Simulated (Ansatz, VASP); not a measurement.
**Nb2P3: VASP beside Ansatz**

File INCAR:

```
PREC     = Accurate       # precision mode
ENCUT    = 600            # plane-wave cutoff, eV
EDIFF    = 1E-6           # SCF threshold, eV
ISMEAR   = 0              # smearing method
SIGMA    = 0.1            # smearing width, eV
LREAL    = F              # projectors in reciprocal space
LASPH    = T              # aspherical terms in the spheres
NELM     = 60             # most SCF steps
ALGO     = Normal         # electronic algorithm
ISIF     = 3              # what is computed and relaxed
LWAVE    = F              # write WAVECAR
LCHARG   = F              # write CHGCAR
GGA      = PE             # functional
IBRION   = 2              # ionic algorithm
NSW      = 90             # ionic steps
EDIFFG   = -0.04          # ionic threshold
```

Contents of KPOINTS:

```
Automatic mesh
0
Gamma
  6 6 4
```

The input POSCAR:

```
Nb2P3
1.0
    4.9801846950      0.0000000000      0.0000000000
   -2.4900923475      4.3129664614      0.0000000000
    0.0000000000      0.0000000000      4.8260346923
Nb P
2 3
Direct
    0.6666666667      0.3333333333      0.9542463279
    0.3333333333      0.6666666667      0.9542463279
    0.5000000000      0.0000000000      0.3333333333
    0.0000000000      0.5000000000      0.3333333333
    0.5000000000      0.5000000000      0.3333333333
```

Input for Ansatz:

```yaml
crystal:
  lattice:
    - [4.980184695, 0.0, 0.0]
    - [-2.4900923475, 4.3129664614, 0.0]
    - [0.0, 0.0, 4.8260346923]
  atoms:
    - { symbol: Nb, position: [0.6666666667, 0.3333333333, 0.9542463279] }
    - { symbol: Nb, position: [0.3333333333, 0.6666666667, 0.9542463279] }
    - { symbol: P, position: [0.5, 0.0, 0.3333333333] }
    - { symbol: P, position: [0.0, 0.5, 0.3333333333] }
    - { symbol: P, position: [0.5, 0.5, 0.3333333333] }
basis:
  ecutwfc: 420
kpoints:
  mp_grid: { grid: [6, 6, 4] }
hamiltonian:
  xc: pbe
scf:
  occupations: { method: gaussian, width: 0.1 }
  lower_state_search: "off"
output:
  forces: true
  stress: true
  eigenvalues: true
relax:
  adjacent_minimum: "off"
  f_tol: 0.04
  max_steps: 70
  cell: { stress_tol: 0.4 }
```

Alike in both runs: task relaxation of cell and atoms; functional PBE; k mesh 6 × 6 × 4; occupations gaussian, width 0.1 eV; no spin polarisation.

|  | VASP | Ansatz |
| --- | --- | --- |
| version | VASP 6.6.1 | Ansatz 0.2.0 |
| potentials or method | VASP PAW PBE potentials, release 64 (Nb_sv, P), cutoff 600 eV | scalar-relativistic, plane waves, PAW |
| valence electrons in the cell | 41 | 41 |

```csv
,VASP,Ansatz,Ansatz less VASP
"gap on the k mesh at the Fermi level, each at its own relaxed structure (eV)",none,none,-
relaxed volume (Å³/atom),19.34,19.35,+0.009
relaxed cell length with the largest relative difference (Å),4.076,4.084,+0.0078
```

A gap of «none» marks a metal or a gap that the smearing closes.
